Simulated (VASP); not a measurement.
# Te (Cmcm) in VASP: single point with PBE

Aim: the single point of Te with PBE.

All numbers are computed with VASP 6.6.1; they aren't measurements. Logs are shortened: lines on timing, memory, paths and dates and some standing lists are left out, and cuts for length are marked.

## 1. The cell of the first run

It takes space group Cmcm (No. 63, orthorhombic). Conventional cell: a = 3.166 Å, b = 9.061 Å, c = 5.368 Å, α = 90.00°, β = 90.00°, γ = 90.00°. Te (site symmetry m2m) has 4 Te at 2.93 to 3.17 Å within 3.9 Å.

## 2. Single point, PBE

Contents of INCAR:

```
SYSTEM = Te
PREC = Accurate ; ENCUT = 520
EDIFF = 1E-6 ; ISMEAR = 0
SIGMA = 0.1 ; LREAL = .FALSE.
LASPH = .TRUE. ; NELM = 80
ALGO = Normal ; ISIF = 2
LWAVE = .FALSE. ; LCHARG = .TRUE.
GGA = PE ; LELF = .TRUE.
LVHAR = .TRUE. ; NBANDS = 13
```

Contents of KPOINTS:

```
Automatic mesh
0
G
  18 18 10
  0 0 0
```

Contents of POSCAR:

```
Te
1.0
    1.5829249527     -4.5304382065      0.0000000000
    1.5829249527      4.5304382065      0.0000000000
    0.0000000000      0.0000000000      5.3684032638
Te
2
Direct
    0.9346373594      0.0653626406      0.2500000000
    0.0653626406      0.9346373594      0.7500000000
```

Potentials or basis: VASP PAW PBE potentials, release 64 (Te).

Started as:

```bash
> cat potpaw_PBE.64/Te/POTCAR > POTCAR
> mpirun -np 1 vasp_std > vasp.out
```

OUTCAR:

```text
SYSTEM = Te
   PREC = Accurate
   ENCUT = 520
   EDIFF = 1E-6
   ISMEAR = 0
   LREAL = .FALSE.
   LASPH = .TRUE.
   NELM = 80
   ISIF = 2
   GGA = PE

 ion  position               nearest neighbor table
   1  0.935  0.065  0.250-   2 2.93   2 2.93
   2  0.065  0.935  0.750-   1 2.93   1 2.93

  LATTYP: Found a base centered orthorhombic cell.
 ALAT       =     3.1658499054
 B/A-ratio  =     2.8620675912
 C/A-ratio  =     1.6957226098

  Lattice vectors:

 A1 = (   1.5829249527,  -4.5304382065,   0.0000000000)
 A2 = (   1.5829249527,   4.5304382065,   0.0000000000)
 A3 = (   0.0000000000,   0.0000000000,   5.3684032638)

Analysis of symmetry for initial positions (statically):
=====================================================================
 Subroutine PRICEL returns:
 Original cell was already a primitive cell.

 Routine SETGRP: Setting up the symmetry group for a
 base centered orthorhombic supercell.

 Subroutine GETGRP returns: Found  8 space group operations
 (whereof  4 operations were pure point group operations)
 out of a pool of  8 trial point group operations.

The static configuration has the point symmetry C_2h.
 The point group associated with its full space group is D_2h.

Analysis of symmetry for dynamics (positions and initial velocities):
=====================================================================
 Subroutine PRICEL returns:
 Original cell was already a primitive cell.

 Routine SETGRP: Setting up the symmetry group for a
 base centered orthorhombic supercell.

 Subroutine GETGRP returns: Found  8 space group operations
 (whereof  4 operations were pure point group operations)
 out of a pool of  8 trial point group operations.

The dynamic configuration has the point symmetry C_2h.
 The point group associated with its full space group is D_2h.

 Subroutine INISYM returns: Found  8 space group operations
 (whereof  4 operations are pure point group operations),
 and found     1 'primitive' translations

----------------------------------------------------------------------------------------

                                     Primitive cell

  volume of cell :      76.9973

  direct lattice vectors                    reciprocal lattice vectors
     1.582924953 -4.530438207  0.000000000     0.315870945 -0.110364600  0.000000000
     1.582924953  4.530438207  0.000000000     0.315870945  0.110364600  0.000000000
     0.000000000  0.000000000  5.368403264     0.000000000  0.000000000  0.186275127

  length of vectors
     4.799012581  4.799012581  5.368403264     0.334596471  0.334596471  0.186275127

  position of ions in fractional coordinates (direct lattice)
     0.934637359  0.065362641  0.250000000
[... 92 lines left out ...]
   EFERMI =   0.00;   METHOD = LEGACY
   ISMEAR =     0;   SIGMA  =   0.10  broadening in eV -4-tet -1-fermi 0-gaus
   EFERMI_NEDOS =   21; number of points for ismear=-14 and -15
   IALGO  =     38    algorithm
   IMIX   =      4    mixing-type and parameters
     AMIX     =   0.40;   BMIX     =  1.00
     AMIX_MAG =   1.60;   BMIX_MAG =  1.00
  volume/ion in A,a.u.               =      38.50       259.80
  Fermi-wavevector in a.u.,A,eV,Ry     =   0.881002  1.664852 10.560350  0.776164
  Thomas-Fermi vector in A             =   2.001438
   LORBIT       =      0    0 simple, 1 ext, 2 COOP (PROOUT), +10 PAW based schemes
   GGA     = PE    functional components
   LHFCALC =     F    Hartree Fock is set to
   AEXX    =    0.0000 exact exchange contribution
   IVDW    =     0    specifies the selected vdW correction
   LEPSILON=     F    determine dielectric tensor
   LRPA    =     F    only Hartree local field effects (RPA)
 non-spin polarized calculation
 Gauss-broadening in eV      SIGMA  =   0.10
  energy-cutoff  :      520.00
  volume of cell :       77.00
 maximum number of plane-waves:      2098
   NGX = 17   NGY = 17   NGZ = 19

 number of electron      12.0000000 magnetization

 Free energy of the ion-electron system (eV)
  ---------------------------------------------------
  ext. energy  EPLUGINS =         0.00000000
  ---------------------------------------------------
  free energy    TOTEN  =        -6.08027582 eV

  energy without entropy =       -6.07742677  energy(sigma->0) =       -6.07885129

 E-fermi :   4.5039     XC(G=0):  -8.4276

 val. band max:        4.5017284022   @ k =  -0.4444   0.0556   0.3000
 cond. band min:       4.5149153535   @ k =  -0.3333   0.1111   0.4000
 fundamental gap:      0.0131869512
 Fermi energy:         4.5039150347

 k-point     1 :       0.0000    0.0000    0.0000
  band No.  band energies     occupation
      1      -8.7231      2.00000
      2      -5.7190      2.00000
      3      -0.8862      2.00000
      4       2.6419      2.00000
      5       2.8205      2.00000
      6       6.4663      0.00000
      7       6.4745      0.00000
      8       8.5060      0.00000
      9       9.0543      0.00000
     10       9.9369      0.00000
     11      11.5054      0.00000
     12      11.8302      0.00000
     13      14.6632      0.00000
[... 354 lines left out ...]
  band No.  band energies     occupation
      1      -8.3539      2.00000
      2      -5.3939      2.00000
      3      -0.5410      2.00000
      4       2.3208      2.00000
      5       3.4013      2.00000
      6       3.8659      2.00000
      7       6.0995      0.00000
      8       6.4520      0.00000
      9       9.5312      0.00000
     10      11.1069      0.00000
     11      11.9399      0.00000
     12      12.9374      0.00000
     13      13.5203      0.00000

 [... further k-points ...]

------------------------ aborting loop because EDIFF is reached ----------------------------------------

  FORCE on cell =-STRESS in cart. coord.  units (eV):
  Direction    XX          YY          ZZ          XY          YZ          ZX
  --------------------------------------------------------------------------------------
  -------------------------------------------------------------------------------------
  Total       -0.0301354      0.0001208     -0.0136333      0.0000000     -0.0000000      0.0000000
  in kB       -0.6270641      0.0025127     -0.2836846      0.0000000     -0.0000000      0.0000000
  external PRESSURE =      -0.3027453 kB  Pullay stress =       0.0000000 kB

 VOLUME and BASIS-vectors are now :
 -----------------------------------------------------------------------------
  energy-cutoff  :      520.00
  volume of cell :       77.00
      direct lattice vectors                 reciprocal lattice vectors
     1.582924953 -4.530438207  0.000000000     0.315870945 -0.110364600  0.000000000
     1.582924953  4.530438207  0.000000000     0.315870945  0.110364600  0.000000000
     0.000000000  0.000000000  5.368403264     0.000000000  0.000000000  0.186275127

 POSITION                                       TOTAL-FORCE (eV/Angst)
 -----------------------------------------------------------------------------------
      1.58292     -3.93820      1.34210         0.000000      0.001647      0.000000
      1.58292      3.93820      4.02630         0.000000     -0.001647     -0.000000
 -----------------------------------------------------------------------------------
    total drift:                               -0.000000     -0.000000     -0.000000

  FREE ENERGIE OF THE ION-ELECTRON SYSTEM (eV)
  ---------------------------------------------------
  free  energy   TOTEN  =        -6.0802758194 eV

  energy  without entropy=       -6.0774267669  energy(sigma->0) =       -6.07885129
```

stdout:

```text
POSCAR found type information on POSCAR Te
 POSCAR found :  1 types and       2 ions
 scaLAPACK will be used
 LDA part: xc-table for (Slater+PW92), standard interpolation
 POSCAR, INCAR and KPOINTS ok, starting setup
 FFT: planning ... GRIDC
 FFT: planning ... GRID_SOFT
 FFT: planning ... GRID
 WAVECAR not read
 entering main loop
```

Run time: 2.8 min. Hardware: 1 thread of Intel Xeon 6975P-C (Granite Rapids), shared host; peak memory 0.57 GiB.

Results:

* Free energy: -6.0803 eV
* Pressure: 0.0 GPa
* Band gap on the k mesh: zero (bands 6 and 7 overlap by 3.27 eV)

Caveat: spin-orbit coupling is left out, which moves the levels of the heavy elements.
